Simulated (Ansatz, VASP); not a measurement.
ZnO: VASP beside Ansatz

The input INCAR:

```
  PREC = Accurate
  ENCUT = 600
  EDIFF = 1E-6
  ISMEAR = 0
  SIGMA = 0.02
  LREAL = False
  LASPH = True
  NELM = 120
  ALGO = Normal
  ISIF = 2
  LWAVE = False
  LCHARG = False
  GGA = PE
  NBANDS = 86
  GGA_COMPAT = False
```

KPOINTS

```
Automatic mesh
0
Gamma
  3 3 2
```

POSCAR

```
ZnO
1.0
    6.4986159969      0.0000000000      0.0000000000
   -3.2493079984      5.6279665427      0.0000000000
    0.0000000000      0.0000000000      5.2057090000
Zn O
8 8
Direct
    0.1666666667      0.3333333333      0.5000000000
    0.3333333333      0.1666666667      0.0000000000
    0.1666666667      0.8333333333      0.5000000000
    0.3333333333      0.6666666667      0.0000000000
    0.6666666667      0.3333333333      0.5000000000
    0.8333333333      0.1666666667      0.0000000000
    0.6666666667      0.8333333333      0.5000000000
    0.8333333333      0.6666666667      0.0000000000
    0.3333333333      0.1666666667      0.3790100004
    0.1666666667      0.3333333333      0.8790100004
    0.3333333333      0.6666666667      0.3790100004
    0.1666666667      0.8333333333      0.8790100004
    0.8333333333      0.1666666667      0.3790100004
    0.6666666667      0.3333333333      0.8790100004
    0.8333333333      0.6666666667      0.3790100004
    0.6666666667      0.8333333333      0.8790100004
```

Input for Ansatz:

```yaml
crystal:
  lattice:
    - [3.249308, 0.0, 0.0]
    - [-1.624654, 2.81398327, 0.0]
    - [0.0, 0.0, 5.205709]
  atoms:
    - { symbol: Zn, position: [0.33333333392561354, 0.6666666678512271, 0.5] }
    - { symbol: Zn, position: [0.6666666660743864, 0.33333333214877287, 0.0] }
    - { symbol: O, position: [0.6666666660743864, 0.33333333214877287, 0.3790100003669049] }
    - { symbol: O, position: [0.33333333392561354, 0.6666666678512271, 0.879010000366905] }
  supercell: [2, 2, 1]
basis:
  ecutwfc: 476.19925930478996
kpoints:
  mp_grid:
    grid: [3, 3, 2]
hamiltonian:
  xc: pbe
scf:
  occupations:
    method: gaussian
    width: 0.02
output:
  eigenvalues: true
```

Alike in both runs: task single point; functional PBE; k mesh 3 × 3 × 2; occupations gaussian, width 0.02 eV; no spin polarisation.

|  | VASP | Ansatz |
| --- | --- | --- |
| version | VASP 6.6.1 | Ansatz 0.2.0 |
| potentials or method | VASP PAW PBE potentials, release 64 (Zn, O), cutoff 600 eV | plane waves, PAW |
| valence electrons in the cell | 144 | 144 |

VASP gave:

* gap on the k mesh at the Fermi level (eV): 0.79

Q: Which values does Ansatz return?

A: gap on the k mesh at the Fermi level (eV): 0.81.

With one functional, cell and mesh, what is left measures potentials, basis and numerics.

The k mesh is coarse, so the values compare programs but aren't converged.
